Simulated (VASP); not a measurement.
Write the native input for VASP 6.6.1 that does the following.

```
Task                   : relaxation of cell and atoms
Functional             : PBE
Potentials or basis    : VASP PAW PBE potentials, release 64 (P, C)
Cutoff                 : 600 eV
k mesh                 : 18 × 18 × 6
Occupations            : gaussian, width 0.1 eV
Spin                   : no spin polarisation
Dipole correction      : no
Further INCAR settings : ALGO = Normal; EDIFF = 1e-06; IBRION = 2; EDIFFG = -0.01; NSW = 100; ISIF = 3
```

The structure of PC2 lies in POSCAR:

```
PC2
1.0
    2.8617542475      0.0000000000      0.0000000000
   -1.4308771237      2.4783518777      0.0000000000
    0.0000000000      0.0000000000      7.0037363477
P C
2 4
Direct
    0.0000000000      0.0000000000      0.0000000000
    0.0000000000      0.0000000000      0.5000000000
    0.3333333333      0.6666666667      0.8510057016
    0.3333333333      0.6666666667      0.6489942984
    0.6666666667      0.3333333333      0.1489942984
    0.6666666667      0.3333333333      0.3510057016
```

The cell was built from a structure type or drawn by symmetry, and may not be a known phase.

One way to write it, as run:

INCAR

```
ALGO     = Normal         # electronic algorithm
EDIFF    = 1E-6           # SCF threshold, eV
EDIFFG   = -0.01          # ionic threshold
ENCUT    = 600            # plane-wave cutoff, eV
GGA      = PE             # functional
IBRION   = 2              # ionic algorithm
ISIF     = 3              # what is computed and relaxed
ISMEAR   = 0              # smearing method
LASPH    = T              # aspherical terms in the spheres
LCHARG   = F              # write CHGCAR
LREAL    = F              # projectors in reciprocal space
LWAVE    = F              # write WAVECAR
NELM     = 100            # most SCF steps
NSW      = 100            # ionic steps
PREC     = Accurate       # precision mode
SIGMA    = 0.1            # smearing width, eV
```

KPOINTS

```
k-points
0
Gamma
  18 18 6
```

Potentials or basis: VASP PAW PBE potentials, release 64 (P, C).

Command:

```sh
$ cat potpaw_PBE.64/P/POTCAR potpaw_PBE.64/C/POTCAR > POTCAR
$ mpirun -np 1 vasp_std > vasp.out
```

It gave:

The relaxed volume is 8.24 Å³/atom. The relaxed cell is a = 2.850 Å, b = 2.850 Å, c = 7.026 Å, α = 90.00°, β = 90.00°, γ = 120.00°, the space group after relaxing (to 0.1 Å) is P6_3/mmc (No. 194) and the energy gained by relaxing is 0.7 meV/atom. The ionic steps are 5 and the pressure after relaxing is -0.1 GPa. The largest force after relaxing is 0.003 eV/Å and the band gap on the k mesh is zero (bands 13 and 14 overlap by 3.41 eV).

Run time: 4.3 min on 1 thread of Intel(R) Xeon(R) Platinum 8488C (Sapphire Rapids), on a shared host, peak memory 0.25 GiB.
